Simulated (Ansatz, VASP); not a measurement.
One calculation of C, two programs

```
CELL_PARAMETERS angstrom
2.45623 0.00000 0.00000
-1.22811 2.12716 0.00000
0.00000 0.00000 24.13396
ATOMIC_POSITIONS crystal
C 0.66667 0.33333 0.57048
C 0.33333 0.66667 0.42952
C 0.00000 0.00000 0.42953
C 0.00000 0.00000 0.57047
```

Alike in both runs: functional PBEsol; k mesh 12 × 12 × 2; occupations fermi-dirac, width 0.05 eV; no spin polarisation.

```csv
,VASP,Ansatz
version,VASP 6.6.1,Ansatz 0.2.0
potentials or method,"VASP PAW PBE potentials, release 64 (C), cutoff 520 eV","all-electron LAPW, scalar-relativistic"
task,single point,band structure
```

```tsv
	VASP	Ansatz	Ansatz less VASP
gap on the k mesh at the Fermi level (eV)	none	none	-
rms of the force components (eV/Å)	0.009	0.009	-0.0001
```

VASP's potentials were made for PBE, not for PBEsol. Atom by atom the forces differ by 0.000 eV/Å (rms over components). A gap of «none» marks a metal or a gap that the smearing closes. Ansatz ran all-electron here, and VASP with PAW potentials.
